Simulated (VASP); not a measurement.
Sr4TmSi:

```
CELL_PARAMETERS angstrom
2.68341 -3.26912 0.00000
2.68341 3.26912 0.00000
0.00000 0.00000 10.79517
ATOMIC_POSITIONS crystal
Sr 0.50000 0.00000 0.50000
Sr 0.00000 0.50000 0.50000
Sr 0.00000 0.00000 0.69820
Sr 0.00000 0.00000 0.30180
Tm 0.00000 0.00000 0.00000
Si 0.00000 0.00000 0.50000
```

The cell was generated, and may not be a known phase.

- Program: VASP 6.6.1
- Task: relaxation of cell and atoms
- Functional: PBE
- Potentials or basis: VASP PAW PBE potentials, release 64 (Sr_sv, Tm_3, Si), 4f in core
- Cutoff: 500 eV
- k mesh: 4 × 4 × 2
- Occupations: gaussian, width 0.2 eV
- Spin: no spin polarisation

At the start: pressure 40.4 GPa; volume 31.57 Å³/atom.

How do energy, volume and symmetry change on relaxing?

Over 12 steps the energy falls by 3654.2 meV/atom and the volume is 81.90 Å³/atom (+159.5 %); space group Cmmm (No. 65, to 0.1 Å) before and after.

Step by step:
| step | energy change (eV) | largest force (eV/Å) | pressure (GPa) | volume (Å³) |
| --- | --- | --- | --- | --- |
| 1 | 0.0000 | 12.4125 | 40.42 | 189.40 |
| 2 | -20.4193 | 0.5708 | -0.22 | 500.39 |
| 3 | -20.3700 | 0.5810 | 1.70 | 405.25 |
| 4 | -20.5156 | 0.6148 | 0.35 | 460.23 |
| 5 | -20.5194 | 0.6185 | 0.50 | 452.50 |
| 6 | -21.0252 | 0.7643 | 0.02 | 471.19 |
| 7 | -21.4310 | 0.9417 | -0.55 | 504.19 |
| 8 | -21.6491 | 0.6917 | -0.17 | 484.93 |
| 9 | -21.6998 | 0.3519 | 0.24 | 470.04 |
| 10 | -21.8669 | 0.1250 | 0.23 | 471.83 |
| 11 | -21.9131 | 0.0243 | 0.30 | 472.37 |
| 12 | -21.9255 | 0.0685 | -0.08 | 491.41 |

Final structure:
```yaml
crystal:
  lattice:
    - [4.20938, -4.27098, 0.00000]
    - [4.20938, 4.27098, 0.00000]
    - [0.00000, 0.00000, 13.66674]
  atoms:
    - { symbol: Sr, position: [0.50000, 0.00000, 0.50000] }
    - { symbol: Sr, position: [0.00000, 0.50000, 0.50000] }
    - { symbol: Sr, position: [0.00000, 0.00000, 0.72433] }
    - { symbol: Sr, position: [0.00000, 0.00000, 0.27567] }
    - { symbol: Tm, position: [0.00000, 0.00000, 0.00000] }
    - { symbol: Si, position: [0.00000, 0.00000, 0.50000] }
```

Caveat: the k points lie up to 0.26 Å⁻¹ apart in the final cell, too coarse for converged energies and pressures of a metal; the volume moved by over 15 % at a fixed basis, so the end points are rough; the highest band is partly filled, so the run has too few bands; the relaxation stopped at a loose force limit of 0.08 eV/Å, so its end isn't a converged minimum.
